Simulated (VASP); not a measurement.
# NaF (Pm-3m) in VASP: G0W0 quasiparticle levels with PBE

Aim: the G0W0 quasiparticle levels of NaF with PBE.

All numbers are computed with VASP 6.6.1; they aren't measurements. Logs are shortened: lines on timing, memory, paths and dates and some standing lists are left out, and cuts for length are marked.

### 1 The cell of the first run

It takes space group Pm-3m (No. 221, cubic). Conventional cell: a = 2.793 Å, b = 2.793 Å, c = 2.793 Å, α = 90.00°, β = 90.00°, γ = 90.00°. Na (site symmetry m-3m) has 8 F at 2.42 Å and 6 Na at 2.79 Å within 3.2 Å. Within 3.2 Å of F (site symmetry m-3m) lie 8 Na at 2.42 Å and 6 F at 2.79 Å.

### 2 G0W0 quasiparticle levels, PBE

POSCAR

```
NaF
1.0
    2.7934851918      0.0000000000      0.0000000000
    0.0000000000      2.7934851918      0.0000000000
    0.0000000000      0.0000000000      2.7934851918
Na F
1 1
Direct
    0.0000000000      0.0000000000      0.0000000000
    0.5000000000      0.5000000000      0.5000000000
```

INCAR.step1

```
PREC = Accurate ; ENCUT = 500
EDIFF = 1E-8 ; ISMEAR = 0
SIGMA = 0.01 ; LREAL = F
LASPH = T ; NELM = 100
ALGO = Normal ; LWAVE = T
LCHARG = F ; GGA = PE
```

INCAR.step2

```
PREC = Accurate ; ENCUT = 500
EDIFF = 1E-8 ; ISMEAR = 0
SIGMA = 0.01 ; LREAL = F
LASPH = T ; NELM = 1
ALGO = Exact ; LWAVE = T
LCHARG = F ; GGA = PE
NBANDS = 169 ; LOPTICS = T
ISTART = 1
```

INCAR.step3

```
PREC = Accurate ; ENCUT = 500
EDIFF = 1E-8 ; ISMEAR = 0
SIGMA = 0.01 ; LREAL = F
LASPH = T ; ALGO = EVGW0
LWAVE = F ; LCHARG = F
GGA = PE ; NELMGW = 1
NBANDS = 169 ; ENCUTGW = 200
NOMEGA = 48 ; PRECFOCK = Fast
ISTART = 1 ; NBANDSGW = 16
```

KPOINTS

```
regular mesh
0
Gamma
  6 6 6
```

Potentials or basis: VASP PAW PBE potentials, release 64 (Na_sv_GW, F_GW).

Command:

```console
> cat potpaw_PBE.64/Na_sv_GW/POTCAR potpaw_PBE.64/F_GW/POTCAR > POTCAR
> cp INCAR.step1 INCAR
> mpirun -np 1 vasp_std > vasp.out
> cp INCAR.step2 INCAR
> mpirun -np 1 vasp_std > vasp.out
> cp INCAR.step3 INCAR
> mpirun -np 1 vasp_std > vasp.out
```

OUTCAR:

```text
PREC = Accurate
   ENCUT = 500
   EDIFF = 1E-8
   ISMEAR = 0
   LREAL = F
   LASPH = T
   GGA = PE
   NELMGW = 1
   ENCUTGW = 200
   PRECFOCK = Fast
   ISTART = 1

 ion  position               nearest neighbor table
   1  0.000  0.000  0.000-
   2  0.500  0.500  0.500-

  LATTYP: Found a simple cubic cell.
 ALAT       =     2.7934851918

  Lattice vectors:

 A1 = (   2.7934851918,   0.0000000000,   0.0000000000)
 A2 = (   0.0000000000,   2.7934851918,   0.0000000000)
 A3 = (   0.0000000000,   0.0000000000,   2.7934851918)

Analysis of symmetry for initial positions (statically):
=====================================================================
 Subroutine PRICEL returns:
 Original cell was already a primitive cell.

 Routine SETGRP: Setting up the symmetry group for a
 simple cubic supercell.

 Subroutine GETGRP returns: Found 48 space group operations
 (whereof 48 operations were pure point group operations)
 out of a pool of 48 trial point group operations.

The static configuration has the point symmetry O_h .

Analysis of symmetry for dynamics (positions and initial velocities):
=====================================================================
 Subroutine PRICEL returns:
 Original cell was already a primitive cell.

 Routine SETGRP: Setting up the symmetry group for a
 simple cubic supercell.

 Subroutine GETGRP returns: Found 48 space group operations
 (whereof 48 operations were pure point group operations)
 out of a pool of 48 trial point group operations.

The dynamic configuration has the point symmetry O_h .

 Subroutine INISYM returns: Found 48 space group operations
 (whereof 48 operations are pure point group operations),
 and found     1 'primitive' translations

----------------------------------------------------------------------------------------

                                     Primitive cell

  volume of cell :      21.7991

  direct lattice vectors                    reciprocal lattice vectors
     2.793485192  0.000000000  0.000000000     0.357975766  0.000000000  0.000000000
     0.000000000  2.793485192  0.000000000     0.000000000  0.357975766  0.000000000
     0.000000000  0.000000000  2.793485192     0.000000000  0.000000000  0.357975766

  length of vectors
     2.793485192  2.793485192  2.793485192     0.357975766  0.357975766  0.357975766

  position of ions in fractional coordinates (direct lattice)
     0.000000000  0.000000000  0.000000000
     0.500000000  0.500000000  0.500000000

  ion indices of the primitive-cell ions
   primitive index   ion index
                 1           1
                 2           2

----------------------------------------------------------------------------------------

 KPOINTS: regular mesh

Automatic generation of k-mesh.
 Grid dimensions read from file:
 generate k-points for:    6    6    6

 Generating k-lattice:

  Cartesian coordinates                     Fractional coordinates (reciprocal lattice)
     0.059662628  0.000000000  0.000000000     0.166666667  0.000000000  0.000000000
     0.000000000  0.059662628  0.000000000     0.000000000  0.166666667  0.000000000
     0.000000000  0.000000000  0.059662628     0.000000000  0.000000000  0.166666667

  Length of vectors
     0.059662628  0.059662628  0.059662628

  Shift w.r.t. Gamma in fractional coordinates (k-lattice)
     0.000000000  0.000000000  0.000000000

 Subroutine IBZKPT returns following result:
 ===========================================

 Found     20 irreducible k-points:

 Following reciprocal coordinates:
            Coordinates               Weight
  0.000000  0.000000  0.000000      1.000000
  0.166667  0.000000  0.000000      6.000000
  0.333333  0.000000  0.000000      6.000000
  0.500000  0.000000  0.000000      3.000000
  0.166667  0.166667  0.000000     12.000000
  0.333333  0.166667  0.000000     24.000000
[... 12 lines left out ...]
  0.500000  0.500000  0.333333      6.000000
  0.500000  0.500000  0.500000      1.000000
   k-points           NKPTS =     20   k-points in BZ     NKDIM =    216   number of bands    NBANDS=    169
   number of dos      NEDOS =    301   number of ions     NIONS =      2
   total plane-waves  NPLWV =   8000
   dimension x,y,z NGX =    20 NGY =   20 NGZ =   20
   dimension x,y,z NGXF=    40 NGYF=   40 NGZF=   40
   ions per type =               1   1
   NGX,Y,Z   is equivalent  to a cutoff of  11.90, 11.90, 11.90 a.u.
   NGXF,Y,Z  is equivalent  to a cutoff of  23.80, 23.80, 23.80 a.u.
 SYSTEM =  unknown system
   PREC   = accura    normal or accurate (medium, high low for compatibility)
   ISTART =      1    job   : 0-new  1-cont  2-samecut
   ICHARG =      0    charge: 1-file 2-atom 10-const
   ISPIN  =      1    spin polarized calculation?
   LNONCOLLINEAR =      F non collinear calculations
   LSORBIT =      F    spin-orbit coupling
   LASPH  =      T    aspherical Exc in radial PAW
   ENCUT  =  500.0 eV  36.75 Ry    6.06 a.u.   5.09  5.09  5.09*2*pi/ulx,y,z
   NELM   =     60;   NELMIN=  2; NELMDL=  0     # of ELM steps
   EDIFF  = 0.1E-07   stopping-criterion for ELM
   LREAL  =      F    real-space projection
   EDIFFG = 0.1E-06   stopping-criterion for IOM
   NSW    =      0    number of steps for IOM
   IBRION =     -1    ionic relax: 0-MD 1-quasi-New 2-CG
   NFREE  =      0    steps in history (QN), initial steepest desc. (CG)
   ISIF   =      0    stress and relaxation
   ISYM   =      3    0-nonsym 1-usesym 2-fastsym
   POTIM  = 0.5000    time-step for ionic-motion
   TEBEG  =    0.0;   TEEND  =   0.0 temperature during run
   PSTRESS=    0.0 pullay stress
   NELECT =      16.0000    total number of electrons
   NUPDOWN=      -1.0000    fix difference up-down
   EMIN   =  10.00;   EMAX   =-10.00  energy-range for DOS
   EFERMI =   0.00;   METHOD = LEGACY
   ISMEAR =     0;   SIGMA  =   0.01  broadening in eV -4-tet -1-fermi 0-gaus
   EFERMI_NEDOS =   21; number of points for ismear=-14 and -15
   IALGO  =     38    algorithm
   IMIX   =      4    mixing-type and parameters
     AMIX     =   0.40;   BMIX     =  1.00
     AMIX_MAG =   1.60;   BMIX_MAG =  1.00
  volume/ion in A,a.u.               =      10.90        73.55
  Fermi-wavevector in a.u.,A,eV,Ry     =   1.476732  2.790619 29.670747  2.180738
  Thomas-Fermi vector in A             =   2.591223
   LORBIT       =      0    0 simple, 1 ext, 2 COOP (PROOUT), +10 PAW based schemes
   GGA     = PE    functional components
   LHFCALC =     T    Hartree Fock is set to
   PRECFOCK=fast      Normal, Fast or Accurate (Low or Medium for compatibility)
   ENCUT4O =  -1.0   cutoff for four orbital integrals eV
   NKREDX  =     1    reduce k-point grid by
   NKREDY  =     1    reduce k-point grid by
   NKREDZ  =     1    reduce k-point grid by
   AEXX    =    1.0000 exact exchange contribution
   HFSCREEN=    0.0000 screening length (either q_TF or 0.3 A-1)
   HFSCREENC=   0.0000 screening length for correlation (either q_TF or 0.3 A-1)
   ENCUTFOCK=  -1.0 apply spherical cutoff to Coloumb kernel
   IVDW    =     0    specifies the selected vdW correction
   LEPSILON=     F    determine dielectric tensor
   LRPA    =     F    only Hartree local field effects (RPA)
   LRPAFORCE           =     F    calculate RPA forces
   ENCUTGW             = 200.0    cutoff for response function in eV
   ENCUTGWSOFT         = 160.0    soft cutoff for Coulomb kernel in GW response function in eV
   ENCUTLF             =  -1.0    cutoff for local field effects
   NELMGW              =     1    number of iterations in solving QP/BSE equation
   NELMHF              =     1    number of iterations in the inner HF iteration
   NKREDLFX            =     1    NKREDLFY  =   1   NKREDLFZ  =   1
 non-spin polarized calculation
 Gauss-broadening in eV      SIGMA  =   0.01
  energy-cutoff  :      500.00
  volume of cell :       21.80
 maximum number of plane-waves:       565
  NGX = 12; NGY = 12; NGZ = 12
   NGX = 11   NGY = 11   NGZ = 11
 maximum number of plane-waves:       150

 QP shifts <psi_nk| G(iteration)W_0 |psi_nk>: iteration 1
 for sc-GW calculations column KS-energies equals QP-energies in previous step
 and V_xc(KS)=  KS-energies - (<T + V_ion + V_H > + <T+V_H+V_ion>^1  + <V_x>^1)

 k-point   1 :       0.0000    0.0000    0.0000
  band No.  KS-energies  QP-energies   sigma(KS)   V_xc(KS)     V^pw_x(r,r')   Z            occupation Imag(sigma)

      1     -48.5405     -57.7312     -40.6196     -29.2161     -49.0735       0.8060       2.0000       0.4852
      2     -20.3515     -26.4947     -35.7720     -28.4673     -41.5246       0.8410       2.0000       0.1963
      3     -20.3515     -26.4947     -35.7720     -28.4673     -41.5246       0.8410       2.0000       0.1963
      4     -20.3515     -26.4947     -35.7720     -28.4673     -41.5246       0.8410       2.0000       0.1963
      5     -20.1931     -24.5514     -28.1930     -22.4795     -36.6091       0.7628       2.0000       1.1982
      6      -0.6521      -3.3581     -25.7918     -22.3935     -30.2176       0.7963       2.0000       0.2184
[... 8 lines left out ...]
     15      30.9023      33.1707      -7.0796      -9.6684      -3.0757       0.8762       0.0000      -0.3249
     16      30.9023      33.1707      -7.0796      -9.6684      -3.0757       0.8762       0.0000      -0.3249

 k-point   2 :       0.1667    0.0000    0.0000
  band No.  KS-energies  QP-energies   sigma(KS)   V_xc(KS)     V^pw_x(r,r')   Z            occupation Imag(sigma)

      1     -48.5338     -57.7372     -40.6307     -29.2265     -49.0850       0.8070       2.0000       0.4840
      2     -20.6941     -26.2073     -32.7925     -25.9911     -39.4371       0.8106       2.0000       0.5485
      3     -20.3442     -26.4919     -35.7852     -28.4830     -41.5386       0.8419       2.0000       0.1951
      4     -20.3442     -26.4919     -35.7852     -28.4830     -41.5386       0.8419       2.0000       0.1951
      5     -19.8376     -24.7196     -31.1648     -24.9573     -38.6799       0.7865       2.0000       0.8408
      6      -1.3560      -4.1601     -24.4790     -20.9599     -28.7430       0.7968       2.0000       0.2283
[... 8 lines left out ...]
     15      28.7739      30.8697      -6.8436      -9.2227      -2.8329       0.8809       0.0000      -0.4266
     16      28.7739      30.8697      -6.8436      -9.2227      -2.8329       0.8809       0.0000      -0.4266

 k-point   3 :       0.3333    0.0000    0.0000
  band No.  KS-energies  QP-energies   sigma(KS)   V_xc(KS)     V^pw_x(r,r')   Z            occupation Imag(sigma)

      1     -48.5201     -57.7411     -40.6526     -29.2476     -49.1078       0.8085       2.0000       0.4816
      2     -20.9998     -26.5221     -32.5362     -25.6904     -39.1348       0.8067       2.0000       0.5441
      3     -20.3289     -26.4793     -35.8150     -28.5149     -41.5705       0.8425       2.0000       0.1925
      4     -20.3289     -26.4793     -35.8150     -28.5149     -41.5705       0.8425       2.0000       0.1925
      5     -19.4910     -24.3833     -31.4314     -25.2804     -38.9730       0.7954       2.0000       0.8333
      6      -2.4873      -5.4767     -22.9917     -19.2339     -27.1697       0.7955       2.0000       0.2549
[... 314 lines left out ...]
      1     -48.4701     -57.8004     -40.7279     -29.3216     -49.1870       0.8180       2.0000       0.4782
      2     -20.5533     -26.6738     -35.4097     -28.1028     -41.1296       0.8376       2.0000       0.1967
      3     -20.5533     -26.6738     -35.4097     -28.1028     -41.1296       0.8376       2.0000       0.1967
      4     -20.4796     -26.6163     -35.5480     -28.2449     -41.2792       0.8403       2.0000       0.1924
      5     -19.4871     -23.8871     -29.0532     -23.3877     -37.4343       0.7766       2.0000       1.1537
      6      -2.0405      -5.0030     -24.1172     -20.3844     -28.5122       0.7937       2.0000       0.2512
[... 8 lines left out ...]
     15      24.5623      27.3114      -8.1334     -11.2173      -4.0199       0.8915       0.0000      -0.4624
     16      33.2394      36.3291      -9.1356     -12.5380      -4.6845       0.9081       0.0000      -0.9372

 k-point  20 :       0.5000    0.5000    0.5000
  band No.  KS-energies  QP-energies   sigma(KS)   V_xc(KS)     V^pw_x(r,r')   Z            occupation Imag(sigma)

      1     -48.4641     -57.7985     -40.7366     -29.3302     -49.1960       0.8184       2.0000       0.4779
      2     -20.5394     -26.6572     -35.4418     -28.1377     -41.1638       0.8376       2.0000       0.1930
      3     -20.5394     -26.6572     -35.4418     -28.1377     -41.1638       0.8376       2.0000       0.1930
      4     -20.5394     -26.6572     -35.4418     -28.1377     -41.1638       0.8376       2.0000       0.1930
      5     -19.4254     -23.8315     -29.1274     -23.4679     -37.5067       0.7786       2.0000       1.1524
      6      -1.9819      -4.9370     -24.1674     -20.4455     -28.5721       0.7940       2.0000       0.2507
[... 8 lines left out ...]
     15      23.1798      25.9413      -8.1565     -11.2470      -4.0400       0.8935       0.0000      -0.4325
     16      32.1641      35.2117      -9.0094     -12.3468      -4.6532       0.9132       0.0000      -0.8794
```

Run time: 13 min. Hardware: 1 thread of Intel Xeon Platinum 8375C at 2.90GHz (Ice Lake), shared host; peak memory 0.67 GiB.

What came out:

* Quasiparticle gap: 10.42 eV
* Least direct quasiparticle gap: 10.79 eV
* Band gap of the starting levels on the mesh: 6.14 eV
* Least direct gap of the starting levels on the mesh: 6.47 eV

Caveat: the k points lie up to 0.37 Å⁻¹ apart; bands, screening cutoff and mesh are small and nothing is extrapolated, so the quasiparticle values aren't converged.
